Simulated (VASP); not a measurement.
Write the native input for VASP 6.6.1 that does the following.

```
Task                               : single point
Functional                         : PBE-based screened hybrid with 50 % exact exchange
Potentials or basis                : VASP PAW PBE potentials, release 64 (Cd, Se)
Cutoff                             : 520 eV
k mesh                             : 4 × 4 × 4
Occupations                        : fermi-dirac, width 0.02 eV
Spin                               : no spin polarisation
Dipole correction                  : no
Grid for exact exchange (PRECFOCK) : Normal
Share of exact exchange            : 0.5
Further INCAR settings             : ALGO = Normal; EDIFF = 1e-06; NBANDS = 16
Screening parameter                : 0.1 1/Å
```

Crystal: CdSe.

```xyz
2
Lattice="0.0000 2.8429 2.8429 2.8429 0.0000 2.8429 2.8429 2.8429 0.0000" Properties=species:S:1:pos:R:3 pbc="T T T"
Cd    0.0000    0.0000    0.0000
Se    2.8429    2.8429    2.8429
```

One way to write it, as run:

POSCAR

```
CdSe
1.0
    0.0000000000      2.8429458735      2.8429458735
    2.8429458735      0.0000000000      2.8429458735
    2.8429458735      2.8429458735      0.0000000000
Cd Se
1 1
Direct
    0.0000000000      0.0000000000      0.0000000000
    0.5000000000      0.5000000000      0.5000000000
```

INCAR.step1

```
  PREC = Accurate
  ENCUT = 520
  EDIFF = 1E-5
  ISMEAR = -1
  SIGMA = 0.02
  LREAL = F
  LASPH = T
  NELM = 60
  ALGO = Normal
  ISIF = 2
  LWAVE = T
  LCHARG = F
  GGA = PE
  NBANDS = 16
```

INCAR.step2

```
  PREC = Accurate
  ENCUT = 520
  EDIFF = 1E-6
  ISMEAR = -1
  SIGMA = 0.02
  LREAL = F
  LASPH = T
  NELM = 60
  ALGO = Normal
  ISIF = 2
  LWAVE = F
  LCHARG = F
  GGA = PE
  LHFCALC = T
  AEXX = 0.5
  HFSCREEN = 0.1
  PRECFOCK = Normal
  ISTART = 1
  NBANDS = 16
```

KPOINTS

```
Automatic mesh
0
Gamma
  4 4 4
```

Potentials or basis: VASP PAW PBE potentials, release 64 (Cd, Se).

The run is started by

```console
$ cat potpaw_PBE.64/Cd/POTCAR potpaw_PBE.64/Se/POTCAR > POTCAR
$ cp INCAR.step1 INCAR
$ mpirun -np 1 vasp_std > vasp.out
$ cp INCAR.step2 INCAR
$ mpirun -np 1 vasp_std > vasp.out
```

It gave:

```json
{
 "Pressure": "-1.4 GPa",
 "Band gap on the k mesh": "2.11 eV (least direct gap 3.57 eV)"
}
```

Caveat: the k points lie up to 0.48 Å⁻¹ apart; the structure was generated, so it needn't be the stable form of CdSe; the PAW data sets were made with another functional, which shifts forces and pressure a little.

Run time: 12 min on 1 thread of Intel(R) Xeon(R) Platinum 8488C (Sapphire Rapids), with other jobs on the host, peak memory 0.27 GiB.
